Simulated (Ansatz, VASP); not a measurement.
Au in VASP and in Ansatz

File POSCAR:

```
Au
1.0
    2.8564984343      0.0000000000      0.0000000000
   -1.4282492171      2.4738002100      0.0000000000
    0.0000000000      0.0000000000      4.7336000000
Au
2
Direct
    0.3333333333      0.6666666667      0.7500000000
    0.6666666667      0.3333333333      0.2500000000
```

Contents of INCAR.step1:

```
SYSTEM = Au
ALGO = Normal ; EDIFF = 1E-4
ENCUT = 520 ; GGA = PE
ISMEAR = 0 ; LASPH = .True.
LCHARG = .False. ; LREAL = .False.
LWAVE = .True. ; NBANDS = 18
NELM = 100 ; PREC = Accurate
SIGMA = 0.15
```

File INCAR.step2:

```
SYSTEM = Au
ALGO = Normal ; EDIFF = 1E-6
ENCUT = 520 ; ISIF = 2
ISMEAR = 0 ; ISTART = 1
LASPH = .True. ; LCHARG = .False.
LMIXTAU = .True. ; LREAL = .False.
LWAVE = .False. ; METAGGA = R2SCAN
NBANDS = 18 ; NELM = 100
PREC = Accurate ; SIGMA = 0.15
```

File KPOINTS:

```
k-points
0
Gamma
  18 18 10
  0 0 0
```

Input for Ansatz:

```yaml
crystal:
  lattice:
    - [2.8564984343, 0.0, 0.0]
    - [-1.4282492171, 2.47380021, 0.0]
    - [0.0, 0.0, 4.7336]
  atoms:
    - { symbol: Au, position: [0.3333333333, 0.6666666667, 0.75] }
    - { symbol: Au, position: [0.6666666667, 0.3333333333, 0.25] }
basis:
  ecutwfc: 500
kpoints:
  mp_grid: { grid: [18, 18, 10] }
hamiltonian:
  xc: r2scan
scf:
  occupations: { method: gaussian, width: 0.15 }
output:
  forces: true
  stress: true
  eigenvalues: true
```

Change from the starting cell: strain -0.015 along x and y, -0.030 along z, atoms carried along.

Alike in both runs: task single point; functional r2SCAN; k mesh 18 × 18 × 10; occupations gaussian, width 0.15 eV; no spin polarisation.

|  | VASP | Ansatz |
| --- | --- | --- |
| version | VASP 6.6.1 | Ansatz 0.2.0 |
| potentials or method | VASP PAW PBE potentials, release 64 (Au), cutoff 520 eV | scalar-relativistic, plane waves, PAW |
| valence electrons in the cell | 22 | 38 |

```tsv
	VASP	Ansatz	Ansatz less VASP
gap on the k mesh at the Fermi level (eV)	none	none	-
pressure (GPa)	9.1	8.7	-0.39
traceless stress, the component that is largest in VASP (GPa)	0.47	0.48	+0.014
```

VASP's potentials were made for PBE, not for r2SCAN. A gap of «none» marks a metal or a gap that the smearing closes. VASP's potentials hold 22 valence electrons a cell and Ansatz's 38, so a difference there can come from the potentials and not from the codes.

Neither program's run includes spin-orbit coupling.
